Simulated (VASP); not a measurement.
# Mo in VASP: notebook

Mo is run at these levels: PBE, PBEsol; tasks: single point.

Program: VASP 6.6.1. These are calculated values, not measurements. Logs are shortened: lines on timing, memory, paths and dates and some standing lists are left out, and cuts for length are marked.

**1. The cell of the first run**

The cell holds a slab with vacuum, 11 atoms: a = 4.470 Å, b = 2.737 Å, c = 28.904 Å, α = 90.00°, β = 90.00°, γ = 90.00°.

**2. Single point, PBE**

Contents of INCAR:

```
SYSTEM = Mo
PREC = Accurate ; ENCUT = 520
EDIFF = 1E-6 ; ISMEAR = 1
SIGMA = 0.1 ; LREAL = .FALSE.
LASPH = .TRUE. ; NELM = 100
ALGO = Normal ; ISIF = 2
LWAVE = .FALSE. ; LCHARG = .TRUE.
LDIPOL = .TRUE. ; IDIPOL = 3
DIPOL = 0.5 0.5 0.500 ; GGA = PE
LVHAR = .TRUE. ; LVACPOTAV = .TRUE.
NBANDS = 88 ; KPAR = 4
```

Contents of KPOINTS:

```
regular mesh
0
G
  8 12 1
  0 0 0
```

Contents of POSCAR:

```
Mo
1.0
    4.4700051600      0.0000000000      0.0000000000
    0.0000000000      2.7373079470      0.0000000000
    0.0000000000      0.0000000000     28.9037934120
Mo
11
Direct
    0.0000000000     -0.0188092038      0.2836415322
    0.5000000000      0.3196168672      0.3207272672
    1.0000000000      0.6776070934      0.3657718226
    0.5000000000      0.0027328236      0.4103544565
    1.0000000000      0.3322021112      0.4561208833
    0.5000000000      0.6666667278      0.4999999976
    0.0000000000      0.0011314149      0.5438791146
    0.5000000000      0.3306006403      0.5896455561
    1.0000000000      0.6557267098      0.6342281374
    0.5000000000      0.0137162651      0.6792727447
    0.0000000000      0.3521418837      0.7163584878
```

Potentials or basis: VASP PAW PBE potentials, release 64 (Mo_sv).

Command:

```console
$ cat potpaw_PBE.64/Mo_sv/POTCAR > POTCAR
$ mpirun -np 4 vasp_std > vasp.out
```

OUTCAR:

```text
SYSTEM = Mo
   PREC = Accurate
   ENCUT = 520
   EDIFF = 1E-6
   ISMEAR = 1
   LREAL = .FALSE.
   LASPH = .TRUE.
   NELM = 100
   ISIF = 2
   GGA = PE

 ion  position               nearest neighbor table
   1  0.000  0.981  0.284-   3 2.52   2 2.65   2 2.65   3 3.04   2 3.07   2 3.07
   2  0.500  0.320  0.321-   1 2.65   1 2.65   4 2.73   3 2.77   3 2.77   1 3.07   1 3.07   3 3.13
                             3 3.13   4 3.19
   3  0.000  0.678  0.366-   1 2.52   4 2.73   4 2.73   2 2.77   2 2.77   5 2.78   1 3.04   2 3.13
                             2 3.13   5 3.17   4 3.17   4 3.17
   4  0.500  0.003  0.410-   3 2.73   3 2.73   2 2.73   5 2.75   5 2.75   6 2.75   6 3.16   3 3.17
                             3 3.17   5 3.18   5 3.18   2 3.19
   5  0.000  0.332  0.456-   7 2.69   6 2.73   6 2.73   4 2.75   4 2.75   3 2.78   7 3.13   6 3.15
                             6 3.15   3 3.17   4 3.18   4 3.18
   6  0.500  0.667  0.500-   5 2.73   5 2.73   7 2.73   7 2.73   4 2.75   8 2.75   7 3.15   7 3.15
                             5 3.15   5 3.15   4 3.16   8 3.16
   7  0.000  0.001  0.544-   5 2.69   6 2.73   6 2.73   8 2.75   8 2.75   9 2.78   5 3.13   6 3.15
                             6 3.15   9 3.17   8 3.18   8 3.18
   8  0.500  0.331  0.590-   9 2.73   9 2.73  10 2.73   7 2.75   7 2.75   6 2.75   6 3.16   9 3.17
                             9 3.17   7 3.18   7 3.18  10 3.19
   9  0.000  0.656  0.634-  11 2.52   8 2.73   8 2.73  10 2.77  10 2.77   7 2.78  11 3.04  10 3.13
                            10 3.13   7 3.17   8 3.17   8 3.17
  10  0.500  0.014  0.679-  11 2.65  11 2.65   8 2.73   9 2.77   9 2.77  11 3.07  11 3.07   9 3.13
                             9 3.13   8 3.19
  11  0.000  0.352  0.716-   9 2.52  10 2.65  10 2.65   9 3.04  10 3.07  10 3.07

  LATTYP: Found a simple orthorhombic cell.
 ALAT       =     2.7373079470
 B/A-ratio  =     1.6329931621
 C/A-ratio  =    10.5592041420

  Lattice vectors:

 A1 = (   0.0000000000,  -2.7373079470,   0.0000000000)
 A2 = (   4.4700051600,   0.0000000000,   0.0000000000)
 A3 = (   0.0000000000,   0.0000000000,  28.9037934120)

Analysis of symmetry for initial positions (statically):
=====================================================================
 Subroutine PRICEL returns:
 Original cell was already a primitive cell.

 Routine SETGRP: Setting up the symmetry group for a
 simple orthorhombic supercell.

 Subroutine GETGRP returns: Found  4 space group operations
 (whereof  2 operations were pure point group operations)
 out of a pool of  8 trial point group operations.

The static configuration has the point symmetry C_1h.
 The point group associated with its full space group is C_2h.

Analysis of symmetry for dynamics (positions and initial velocities):
=====================================================================
[... 152 lines left out ...]
  Thomas-Fermi vector in A             =   2.375274
   LORBIT       =      0    0 simple, 1 ext, 2 COOP (PROOUT), +10 PAW based schemes
   GGA     = PE    functional components
   LHFCALC =     F    Hartree Fock is set to
   AEXX    =    0.0000 exact exchange contribution
   IVDW    =     0    specifies the selected vdW correction
   LEPSILON=     F    determine dielectric tensor
   LRPA    =     F    only Hartree local field effects (RPA)
 non-spin polarized calculation
 Methfessel and Paxton  Order N= 1 SIGMA  =   0.10
  energy-cutoff  :      520.00
  volume of cell :      353.66
 maximum number of plane-waves:      9578
 NGX is ok and might be reduce to    36
   NGX = 17   NGY = 11   NGZ =107

 dipolmoment           0.000000      0.000000     -0.000000 electrons x Angstroem

 number of electron     154.0000003 magnetization

 dipolmoment           0.000000      0.000000      0.000038 electrons x Angstroem

 Free energy of the ion-electron system (eV)
  ---------------------------------------------------
  ext. energy  EPLUGINS =         0.00000000
  ---------------------------------------------------
  free energy    TOTEN  =      -115.85258251 eV

  energy without entropy =     -115.85317735  energy(sigma->0) =     -115.85278079

 E-fermi :   4.0589     XC(G=0):  -7.2783

 val. band max:        4.0518650020   @ k =   0.3750   0.5000   0.0000
 cond. band min:       4.0638688528   @ k =   0.2500   0.2500   0.0000
 fundamental gap:      0.0120038508
 Fermi energy:         4.0588663119

 k-point     1 :       0.0000    0.0000    0.0000
  band No.  band energies     occupation
      1     -57.2024      2.00000
      2     -57.1718      2.00000
      3     -57.1144      2.00000
      4     -57.0157      2.00000
      5     -56.9541      2.00000
      6     -56.9455      2.00000
[... 2173 lines left out ...]
     87       5.6262     -0.00000
     88       5.8186     -0.00000

 [... further k-points ...]

------------------------ aborting loop because EDIFF is reached ----------------------------------------

  FORCE on cell =-STRESS in cart. coord.  units (eV):
  Direction    XX          YY          ZZ          XY          YZ          ZX
  --------------------------------------------------------------------------------------
  -------------------------------------------------------------------------------------
  Total       -2.2979230     -3.3717278      0.5030229      0.0000000      0.0281030      0.0000000
  in kB      -10.4102110    -15.2748362      2.2788293      0.0000000      0.1273140      0.0000000
  external PRESSURE =      -7.8020726 kB  Pullay stress =       0.0000000 kB

 VOLUME and BASIS-vectors are now :
 -----------------------------------------------------------------------------
  energy-cutoff  :      520.00
  volume of cell :      353.66
      direct lattice vectors                 reciprocal lattice vectors
     4.470005160  0.000000000  0.000000000     0.223713388  0.000000000  0.000000000
     0.000000000  2.737307947  0.000000000     0.000000000  0.365322433  0.000000000
     0.000000000  0.000000000 28.903793412     0.000000000  0.000000000  0.034597535

 POSITION                                       TOTAL-FORCE (eV/Angst)
 -----------------------------------------------------------------------------------
      0.00000      2.68582      8.19832         0.000000      0.000233     -0.042802
      2.23500      0.87489      9.27023         0.000000     -0.001244     -0.014716
      0.00000      1.85482     10.57219         0.000000     -0.000126      0.022828
      2.23500      0.00748     11.86080         0.000000     -0.005597     -0.007749
      0.00000      0.90934     13.18362         0.000000      0.004005     -0.004318
      2.23500      1.82487     14.45190         0.000000     -0.000000      0.000000
      0.00000      0.00310     15.72017         0.000000     -0.004005      0.004318
      2.23500      0.90496     17.04299         0.000000      0.005597      0.007749
      0.00000      1.79493     18.33160         0.000000      0.000126     -0.022828
      2.23500      0.03755     19.63356         0.000000      0.001244      0.014716
      0.00000      0.96392     20.70548         0.000000     -0.000233      0.042802
 -----------------------------------------------------------------------------------
    total drift:                                0.000000     -0.016759      0.011389

  FREE ENERGIE OF THE ION-ELECTRON SYSTEM (eV)
  ---------------------------------------------------
  free  energy   TOTEN  =      -115.8525825134 eV

  energy  without entropy=     -115.8531773452  energy(sigma->0) =     -115.85278079

 vacuum level on the upper side and lower side of the slab         8.156         8.156
```

OSZICAR:

```text
N       E                     dE             d eps       ncg     rms          rms(c)
DAV:   1     0.192321232615E+04    0.19232E+04   -0.99698E+04  7544   0.168E+03
DAV:   2    -0.390076243344E+02   -0.19622E+04   -0.19261E+04  6768   0.523E+02
DAV:   3    -0.121005773134E+03   -0.81998E+02   -0.79404E+02  8536   0.893E+01
[... 24 lines left out ...]
DAV:  28    -0.115852567625E+03   -0.12385E-04   -0.42615E-07  4096   0.201E-03    0.256E-03
DAV:  29    -0.115852576410E+03   -0.87845E-05   -0.28973E-07  4104   0.161E-03    0.157E-03
DAV:  30    -0.115852581210E+03   -0.47997E-05   -0.53733E-07  4152   0.227E-03    0.816E-04
DAV:  31    -0.115852582345E+03   -0.11359E-05   -0.12492E-07  3960   0.896E-04    0.395E-04
DAV:  32    -0.115852582513E+03   -0.16789E-06   -0.45205E-08  3896   0.446E-04
   1 F= -.11585258E+03 E0= -.11585278E+03  d E =0.594832E-03
```

stdout:

```text
POSCAR found type information on POSCAR Mo
 POSCAR found :  1 types and      11 ions
 scaLAPACK will be used
 LDA part: xc-table for (Slater+PW92), standard interpolation
 POSCAR, INCAR and KPOINTS ok, starting setup
 FFT: planning ... GRIDC
 FFT: planning ... GRID_SOFT
 FFT: planning ... GRID
 WAVECAR not read
 entering main loop
 -----------------------------------------------------------------------------
|                                                                             |
|           W    W    AA    RRRRR   N    N  II  N    N   GGGG   !!!           |
|           W    W   A  A   R    R  NN   N  II  NN   N  G    G  !!!           |
|           W    W  A    A  R    R  N N  N  II  N N  N  G       !!!           |
|           W WW W  AAAAAA  RRRRR   N  N N  II  N  N N  G  GGG   !            |
|           WW  WW  A    A  R   R   N   NN  II  N   NN  G    G                |
|           W    W  A    A  R    R  N    N  II  N    N   GGGG   !!!           |
|                                                                             |
|     Did not find any points to average over, which means that no vacuum     |
|     field-free region was found. Please increase the size of  your cell     |
|     in the dimension of the dipole correction to obtain accurate            |
|     workfunction values.                                                    |
|                                                                             |
 -----------------------------------------------------------------------------
```

Run time: 5.9 min. Hardware: 4 MPI ranks of Intel Xeon 6975P-C (Granite Rapids), shared host; peak memory 0.83 GiB.

Results:

```
Free energy            : -115.8526 eV
Largest force          : 0.043 eV/Å
Band gap on the k mesh : zero (bands 77 and 78 overlap by 1.66 eV)
```

Forces on the atoms (eV/Å):
```
Mo   0.000  0.000 -0.043
Mo   0.000 -0.001 -0.015
Mo   0.000  0.000  0.023
Mo   0.000 -0.006 -0.008
Mo   0.000  0.004 -0.004
Mo   0.000  0.000  0.000
Mo   0.000 -0.004  0.004
Mo   0.000  0.006  0.008
Mo   0.000  0.000 -0.023
Mo   0.000  0.001  0.015
Mo   0.000  0.000  0.043
```

**3. Single point, PBEsol**

This run uses another cell than the first one: it holds 15 atoms, not 11.

Contents of INCAR:

```
SYSTEM = Mo
PREC = Accurate ; ENCUT = 520
EDIFF = 1E-6 ; ISMEAR = 1
SIGMA = 0.1 ; LREAL = Auto
LASPH = .TRUE. ; NELM = 80
ALGO = Normal ; ISIF = 2
LWAVE = .FALSE. ; LCHARG = .TRUE.
LDIPOL = .TRUE. ; IDIPOL = 3
DIPOL = 0.5 0.5 0.500 ; GGA = PS
LVHAR = .TRUE. ; LVACPOTAV = .TRUE.
NBANDS = 118 ; KPAR = 4
```

Contents of KPOINTS:

```
Automatic mesh
0
G
  11 17 1
  0 0 0
```

Contents of POSCAR:

```
Mo
1.0
    4.4257183030      0.0000000000      0.0000000000
    0.0000000000      2.7101878970      0.0000000000
    0.0000000000      0.0000000000     33.8863275740
Mo
15
Direct
    0.0000000000     -0.0206197939      0.2415880085
    0.5000000000      0.3169045774      0.2730091594
    0.0000000000      0.6751904072      0.3111538911
    0.5000000000      1.0010995293      0.3487033460
    0.0000000000      0.3314998973      0.3874085922
    0.5000000000      0.6610296056      0.4244881051
    0.0000000000      1.0012844217      0.4621596441
    0.5000000000      0.3333330566      0.5000000405
    0.0000000000      0.6653815116      0.5378403669
    0.5000000000      1.0056369777      0.5755119014
    0.0000000000      0.3351660195      0.6125913738
    0.5000000000      0.6655667650      0.6512967166
    0.0000000000      0.9914761958      0.6888460350
    0.5000000000      0.3497633973      0.7269908269
    0.0000000000      0.6872874319      0.7584119923
```

Potentials or basis: VASP PAW PBE potentials, release 64 (Mo_sv).

Command:

```console
$ cat potpaw_PBE.64/Mo_sv/POTCAR > POTCAR
$ mpirun -np 4 vasp_std > vasp.out
```

Run time: 21 min. Hardware: 4 MPI ranks of Intel Xeon 6975P-C (Granite Rapids), shared host; peak memory 1.5 GiB.

It converged, with:

* Free energy: -171.8308 eV
* Largest force: 0.042 eV/Å
* Band gap on the k mesh: zero (bands 105 and 106 overlap by 1.93 eV)

Forces on the atoms (eV/Å):
```
Mo   0.000 -0.006 -0.041
Mo   0.000  0.015 -0.019
Mo   0.000 -0.009  0.026
Mo   0.000  0.001  0.005
Mo   0.000  0.003 -0.004
Mo   0.000 -0.001  0.002
Mo   0.000 -0.002  0.004
Mo   0.000  0.000  0.000
Mo   0.000  0.002 -0.004
Mo   0.000  0.001 -0.002
Mo   0.000 -0.003  0.004
Mo   0.000 -0.001 -0.005
Mo   0.000  0.009 -0.026
Mo   0.000 -0.015  0.019
Mo   0.000  0.006  0.041
```

Levels at points of the mesh, in eV from the Fermi level:
| k point | band 101 | band 102 | band 103 | band 104 | band 105 | band 106 | band 107 | band 108 | band 109 | band 110 |
| --- | --- | --- | --- | --- | --- | --- | --- | --- | --- | --- |
| (0.00, 0.00, 0.00) | -1.33 | -1.14 | -1.13 | -0.96 | -0.76 | -0.39 | -0.16 | 0.49 | 0.51 | 0.81 |

Caveat: the PAW data sets were made with another functional, which shifts forces and pressure a little.
